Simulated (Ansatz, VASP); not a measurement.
**One calculation of BAs, two programs**

INCAR

```
SYSTEM = BAs
PREC     = Accurate       ! precision mode
ENCUT    = 520            ! plane-wave cutoff, eV
EDIFF    = 1E-6           ! SCF threshold, eV
ISMEAR   = 0              ! smearing method
SIGMA    = 0.01           ! smearing width, eV
LREAL    = .FALSE.        ! projectors in reciprocal space
LASPH    = .TRUE.         ! aspherical terms in the spheres
NELM     = 60             ! most SCF steps
ALGO     = Normal         ! electronic algorithm
ISIF     = 2              ! what is computed and relaxed
LWAVE    = .FALSE.        ! write WAVECAR
LCHARG   = .TRUE.         ! write CHGCAR
GGA      = PS             ! functional
LELF     = .TRUE.         ! ELF
LVHAR    = .TRUE.       
NBANDS   = 11             ! bands
```

File KPOINTS:

```
regular mesh
0
G
  6 6 6
  0 0 0
```

POSCAR

```
BAs
1.0
    0.0000000000      2.3918698977      2.3918698977
    2.3918698977      0.0000000000      2.3918698977
    2.3918698977      2.3918698977      0.0000000000
B As
1 1
Direct
    0.0000000000      0.0000000000      0.0000000000
    0.2500000000      0.2500000000      0.2500000000
```

Input for Ansatz:

```yaml
crystal:
  lattice:
    - [0.0, 2.3918698977, 2.3918698977]
    - [2.3918698977, 0.0, 2.3918698977]
    - [2.3918698977, 2.3918698977, 0.0]
  atoms:
    - { symbol: B, position: [0.0, 0.0, 0.0] }
    - { symbol: As, position: [0.25, 0.25, 0.25] }
kpoints:
  mp_grid: { grid: [6, 6, 6] }
hamiltonian:
  xc: pbesol
scf:
  occupations: { method: fixed }
  n_extra_bands: 4
output:
  forces: true
  stress: true
  eigenvalues: true
```

Alike in both runs: task single point; functional PBEsol; k mesh 6 × 6 × 6; no spin polarisation.

```csv
,VASP,Ansatz
version,VASP 6.6.1,Ansatz 0.2.0
potentials or method,"VASP PAW PBE potentials, release 64 (B, As)","plane waves, PAW"
plane-wave cutoff (eV),520,420
occupations,"gaussian, width 0.01 eV",fixed
valence electrons in the cell,8,18
```

```tsv
	VASP	Ansatz	Ansatz less VASP
gap on the k mesh at the Fermi level (eV)	1.18	1.19	+0.008
pressure (GPa)	-0.5	-1.3	-0.84
```

VASP's potentials were made for PBE, not for PBEsol. VASP's potentials hold 8 valence electrons a cell and Ansatz's 18, so a difference there can come from the potentials and not from the codes.
